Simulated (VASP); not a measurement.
# FeO (Wuestite) (Fm-3m) in VASP: further runs

The runs below take FeO (Wuestite) through relaxation of cell and atoms, single point, with PBE+D3(BJ), PBE.

Program: VASP 6.6.1. These are calculated values, not measurements. Logs are shortened: lines on timing, memory, paths and dates and some standing lists are left out, and cuts for length are marked.

**Measured values to compare with.**

From “W\"ustite: Electric, thermodynamic and optical properties of FeO”, 2012, arxiv:1203.1201, for a bulk crystal of FeO: band gap 2.4 eV (optical).

The results are compared with them further down.

### Step 1. The cell of the first run

The structure is cubic, space group Fm-3m (No. 225). Conventional cell: a = 4.311 Å, b = 4.311 Å, c = 4.311 Å, α = 90.00°, β = 90.00°, γ = 90.00°. Fe (site symmetry m-3m) has 6 O at 2.16 Å within 2.9 Å. O (site symmetry m-3m) has 6 Fe at 2.16 Å within 2.9 Å.

### Step 2. Relaxation of cell and atoms, PBE+D3(BJ), collinear spin, ferromagnetic start

The input, INCAR:

```
PREC     = Accurate       # precision mode
ENCUT    = 600            # plane-wave cutoff, eV
EDIFF    = 1E-6           # SCF threshold, eV
ISMEAR   = -1             # smearing method
SIGMA    = 0.05           # smearing width, eV
LREAL    = F              # projectors in reciprocal space
LASPH    = T              # aspherical terms in the spheres
NELM     = 150            # most SCF steps
ALGO     = Normal         # electronic algorithm
ISIF     = 3              # what is computed and relaxed
LWAVE    = F              # write WAVECAR
LCHARG   = F              # write CHGCAR
ISPIN    = 2              # spin polarisation
MAGMOM   = 3 0            # initial moments
LORBIT   = 11             # projections on sites
LMAXMIX  = 4              # l up to which the mixer works
GGA      = PE             # functional
IVDW     = 12             # dispersion correction
IBRION   = 2              # ionic algorithm
NSW      = 80             # ionic steps
EDIFFG   = -0.01          # ionic threshold
```

The input, KPOINTS:

```
Automatic mesh
0
Gamma
  11 11 11
```

The input, POSCAR:

```
FeO
1.0
    0.0000000000      2.1554000000      2.1554000000
    2.1554000000      0.0000000000      2.1554000000
    2.1554000000      2.1554000000      0.0000000000
Fe O
1 1
Direct
    0.0000000000      0.0000000000      0.0000000000
    0.5000000000      0.5000000000      0.5000000000
```

Potentials or basis: VASP PAW PBE potentials, release 64 (Fe, O).

On the command line:

```sh
$ cat potpaw_PBE.64/Fe/POTCAR potpaw_PBE.64/O/POTCAR > POTCAR
$ mpirun -np 1 vasp_std > vasp.out
```

OUTCAR:

```text
PREC = Accurate
   ENCUT = 600
   EDIFF = 1E-6
   ISMEAR = -1
   LREAL = F
   LASPH = T
   NELM = 150
   ISIF = 3
   ISPIN = 2
   LORBIT = 11
   GGA = PE
   IVDW = 12
   IBRION = 2
   NSW = 80
   EDIFFG = -0.01
 IVDW          = 12

 ion  position               nearest neighbor table
   1  0.000  0.000  0.000-   2 2.16   2 2.16   2 2.16   2 2.16   2 2.16   2 2.16
   2  0.500  0.500  0.500-   1 2.16   1 2.16   1 2.16   1 2.16   1 2.16   1 2.16

  LATTYP: Found a face centered cubic cell.
 ALAT       =     4.3108000000

  Lattice vectors:

 A1 = (   0.0000000000,   2.1554000000,   2.1554000000)
 A2 = (   2.1554000000,   0.0000000000,   2.1554000000)
 A3 = (   2.1554000000,   2.1554000000,   0.0000000000)

Analysis of symmetry for initial positions (statically):
=====================================================================
 Subroutine PRICEL returns:
 Original cell was already a primitive cell.

 Routine SETGRP: Setting up the symmetry group for a
 face centered cubic supercell.

 Subroutine GETGRP returns: Found 48 space group operations
 (whereof 48 operations were pure point group operations)
 out of a pool of 48 trial point group operations.

The static configuration has the point symmetry O_h .

Analysis of symmetry for dynamics (positions and initial velocities):
=====================================================================
 Subroutine PRICEL returns:
 Original cell was already a primitive cell.

 Routine SETGRP: Setting up the symmetry group for a
 face centered cubic supercell.

 Subroutine GETGRP returns: Found 48 space group operations
 (whereof 48 operations were pure point group operations)
 out of a pool of 48 trial point group operations.

The dynamic configuration has the point symmetry O_h .

Analysis of structural, dynamic, and magnetic symmetry:
=====================================================================
 Subroutine PRICEL returns:
 Original cell was already a primitive cell.

 Routine SETGRP: Setting up the symmetry group for a
 face centered cubic supercell.

 Subroutine GETGRP returns: Found 48 space group operations
 (whereof 48 operations were pure point group operations)
 out of a pool of 48 trial point group operations.

The overall configuration has the point symmetry O_h .

 Subroutine INISYM returns: Found 48 space group operations
 (whereof 48 operations are pure point group operations),
 and found     1 'primitive' translations

----------------------------------------------------------------------------------------

                                     Primitive cell

  volume of cell :      20.0269

[... 105 lines left out ...]
   IALGO  =     38    algorithm
   IMIX   =      4    mixing-type and parameters
     AMIX     =   0.40;   BMIX     =  1.00
     AMIX_MAG =   1.60;   BMIX_MAG =  1.00
  volume/ion in A,a.u.               =      10.01        67.57
  Fermi-wavevector in a.u.,A,eV,Ry     =   1.452935  2.745650 28.722187  2.111021
  Thomas-Fermi vector in A             =   2.570260
   LORBIT       =     11    0 simple, 1 ext, 2 COOP (PROOUT), +10 PAW based schemes
   GGA     = PE    functional components
   LHFCALC =     F    Hartree Fock is set to
   AEXX    =    0.0000 exact exchange contribution
   IVDW    =    12    specifies the selected vdW correction
   LEPSILON=     F    determine dielectric tensor
   LRPA    =     F    only Hartree local field effects (RPA)
 conjugate gradient relaxation of ions
 spin polarized calculation
  energy-cutoff  :      600.00
  volume of cell :       20.03
 maximum number of plane-waves:       678
   NGX = 13   NGY = 13   NGZ = 13

--------------------------------------- Ionic step        1  -------------------------------------------

 number of electron      13.9999999 magnetization       3.9996290

 Free energy of the ion-electron system (eV)
  ---------------------------------------------------
  ext. energy  EPLUGINS =         0.00000000
  ---------------------------------------------------
  free energy    TOTEN  =       -14.93780830 eV

  energy without entropy =      -14.92591268  energy(sigma->0) =      -14.93186049

------------------------ aborting loop because EDIFF is reached ----------------------------------------

 Edisp (eV)   -0.39808

 E8    (eV) :    -0.1528
[... 71 lines left out ...]
--------------------------------------- Ionic step        3  -------------------------------------------

 number of electron      13.9999997 magnetization       3.9998883

 Free energy of the ion-electron system (eV)
  ---------------------------------------------------
  ext. energy  EPLUGINS =         0.00000000
  ---------------------------------------------------
  free energy    TOTEN  =       -14.93423866 eV

  energy without entropy =      -14.92269167  energy(sigma->0) =      -14.92846517

 E-fermi :   6.4082     XC(G=0): -12.2693

 val. band max:        6.4036384387   @ k =  -0.2727   0.3636   0.0909
 cond. band min:       6.4092087491   @ k =  -0.3636   0.2727   0.0909
 fundamental gap:      0.0055703105
 Fermi energy:         6.4081723873

 spin component 1

 k-point     1 :       0.0000    0.0000    0.0000
  band No.  band energies     occupation
      1     -14.4701      1.00000
      2       2.5175      1.00000
      3       2.5175      1.00000
      4       2.5175      1.00000
      5       2.5448      1.00000
      6       2.5448      1.00000
      7       2.5448      1.00000
      8       2.7302      1.00000
      9       2.7302      1.00000
     10       6.6076      0.01819
     11      21.9458      0.00000
     12      23.6061      0.00000
     13      23.6061      0.00000
[... 356 lines left out ...]
      2      -0.9686      1.00000
      3       0.1277      1.00000
      4       0.6257      1.00000
      5       2.8818      1.00000
      6       3.1768      1.00000
      7       3.7586      1.00000
      8       3.8349      1.00000
      9       5.7268      1.00000
     10      10.2613      0.00000
     11      17.0697      0.00000
     12      18.3762      0.00000
     13      21.5676      0.00000

 [... further k-points ...]

 spin component 2

 k-point     1 :       0.0000    0.0000    0.0000
  band No.  band energies     occupation
      1     -13.9304      1.00000
      2       3.1120      1.00000
      3       3.1120      1.00000
      4       3.1120      1.00000
      5       5.6504      1.00000
      6       5.6507      1.00000
      7       5.6507      1.00000
      8       6.5960      0.02284
      9       6.5963      0.02269
     10       7.4135      0.00000
     11      21.8992      0.00000
     12      24.5084      0.00000
     13      24.5084      0.00000
[... 401 lines left out ...]
  FREE ENERGIE OF THE ION-ELECTRON SYSTEM (eV)
  ---------------------------------------------------
  free  energy   TOTEN  =       -15.3402478902 eV

  energy  without entropy=      -15.3287008946  energy(sigma->0) =      -15.33447439

 reached required accuracy - stopping structural energy minimisation

 total charge

# of ion       s       p       d       tot
------------------------------------------
    1        0.293   0.371   6.100   6.764
    2        1.553   3.450   0.000   5.003
--------------------------------------------------
tot          1.845   3.821   6.100  11.767

 magnetization (x)

# of ion       s       p       d       tot
------------------------------------------
    1        0.027   0.022   3.567   3.616
    2        0.031   0.275   0.000   0.305
--------------------------------------------------
tot          0.058   0.296   3.567   3.921
```

Wall time 2 min (1 thread of AMD EPYC 7R43 (Zen 3), shared host); peak memory 0.14 GiB.

Results:

```yaml
Free_energy: -15.3402 eV
Relaxed_volume: 9.82 Å³/atom
Relaxed_cell: a = 3.029 Å, b = 3.029 Å, c = 3.029 Å, α = 60.00°, β = 60.00°, γ = 60.00°
Space_group_after_relaxing_to_0.05_Å: Fm-3m (No. 225)
Energy_gained_by_relaxing: 2.2 meV/atom
Ionic_steps: 3
Pressure_after_relaxing: 0.0 GPa
Band_gap_on_the_k_mesh: zero (filled and empty bands overlap)
Net_moment: 4.00 μB per cell
Site_moments: Fe +3.62; O +0.30 μB
Valence_electrons_inside_the_program's_atomic_spheres: Fe 6.76; O 5.00
Dispersion_energy_per_atom: -0.203 eV
```

The path:
| step | energy change (eV) | largest force (eV/Å) | pressure (GPa) | volume (Å³) |
| --- | --- | --- | --- | --- |
| 1 | 0.0000 | 0.0000 | -3.64 | 20.03 |
| 2 | -0.0020 | 0.0000 | 2.78 | 19.37 |
| 3 | -0.0044 | 0.0000 | 0.00 | 19.65 |

Final structure:
```
CELL_PARAMETERS angstrom
0.00000 2.14169 2.14169
2.14169 0.00000 2.14169
2.14169 2.14169 0.00000
ATOMIC_POSITIONS crystal
Fe 0.00000 0.00000 0.00000
O 0.50000 0.50000 0.50000
```

Levels at points of the mesh, in eV from the Fermi level:
Spin up:
| k point | band 5 | band 6 | band 7 | band 8 | band 9 | band 10 | band 11 | band 12 | band 13 |
| --- | --- | --- | --- | --- | --- | --- | --- | --- | --- |
| (0.00, 0.00, 0.00) | -3.86 | -3.86 | -3.86 | -3.68 | -3.68 | 0.20 | 15.54 | 17.20 | 17.20 |
Spin down:
| k point | band 1 | band 2 | band 3 | band 4 | band 5 | band 6 | band 7 | band 8 | band 9 | band 10 |
| --- | --- | --- | --- | --- | --- | --- | --- | --- | --- | --- |
| (0.00, 0.00, 0.00) | -20.34 | -3.30 | -3.30 | -3.30 | -0.76 | -0.76 | -0.76 | 0.19 | 0.19 | 1.01 |

Caveat: a cell with one magnetic atom can't hold antiferromagnetic order, which such compounds often take; semilocal functionals often make such compounds metallic where correlation or magnetic order opens a gap, which also shifts bond lengths; pairwise dispersion overbinds metals, which lowers pressure and volume. With open d or f shells a metallic result of PBE can be an artefact of self-interaction; +U or a hybrid may open a gap.

[end of part 1 of 2]
